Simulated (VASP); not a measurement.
Runs of VASP 6.6.1 on Ti. The structure is that of space group P6/mmm (No. 191), or close to it. The cells are those of the table. This isn't the form of Ti at room conditions, which is hcp.

| level | potentials or basis | U | cell | k mesh | smearing | gap on the mesh (eV) | pressure (GPa) |
| --- | --- | --- | --- | --- | --- | --- | --- |
| PBE+U | VASP PAW PBE potentials, release 64 (Ti_sv) | Ti d U = 6.4 eV | a = 4.567, b = 4.567, c = 2.826 Å, angles 90.0, 90.0, 120.0°, 3 atoms | 6 × 6 × 6 | gaussian 0.1 eV | none | 17.2 |
| LDA | VASP PAW LDA potentials, release 64 (Ti_sv) | - | a = 4.463, b = 4.463, c = 2.762 Å, angles 90.0, 90.0, 120.0°, 3 atoms | 3 × 3 × 2 | fermi-dirac 0.00861733 eV | none | (a) |
| LDA | VASP PAW LDA potentials, release 64 (Ti_sv) | - | a = 4.567, b = 4.567, c = 2.826 Å, angles 90.0, 90.0, 120.0°, 3 atoms | 6 × 6 × 6 | gaussian 0.1 eV | none | -8.0 |
| PBE | VASP PAW PBE potentials, release 64 (Ti_sv) | - | a = 4.567, b = 4.567, c = 2.826 Å, angles 90.0, 90.0, 120.0°, 3 atoms | 6 × 6 × 6 | gaussian 0.1 eV | none | (b) |
| PBE+U | VASP PAW PBE potentials, release 64 (Ti_sv) | Ti d U = 1.0 eV | a = 4.567, b = 4.567, c = 2.826 Å, angles 90.0, 90.0, 120.0°, 3 atoms | 3 × 3 × 2 | gaussian 0.1 eV | none | -1.6 |

Alike in all rows: task single point; no spin polarisation; cutoff (eV) 520.

Question: Fill in the values left out.

Answer: (a) -5.7; (b) 0.7.

Caveats: all runs use coarse meshes; U without spin polarisation on a metal has little footing (at least some runs); the U is typed as a test and isn't derived for this compound (at least some runs).

A gap of «none» marks levels without a gap at the run's occupations.
